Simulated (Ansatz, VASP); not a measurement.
**InP: VASP beside Ansatz**

```
In P
1.0
     0.00000    2.98003    2.98003
     2.98003    0.00000    2.98003
     2.98003    2.98003    0.00000
In P
1 1
Cartesian
  0.0000 0.0000 0.0000
  1.4900 1.4900 1.4900
```

Alike in both runs: functional PBE; k mesh 10 × 10 × 10; occupations gaussian, width 0.02 eV; no spin polarisation.

Ansatz relaxed the structure, and its values are those at the end. VASP's run is a single point on that final structure, the one shown.

```csv
,VASP,Ansatz
version,VASP 6.6.1,Ansatz 0.2.0
potentials or method,"VASP PAW PBE potentials, release 64 (In_d, P), cutoff 520 eV","scalar-relativistic, plane waves, PAW"
valence electrons in the cell,18,18
```

```tsv
	VASP	Ansatz	Ansatz less VASP
gap on the k mesh at the Fermi level (eV)	0.44	0.44	+0.003
least direct gap on the mesh (eV)	0.44	0.44	+0.003
pressure (GPa)	-0.1	0.0	+0.04
```
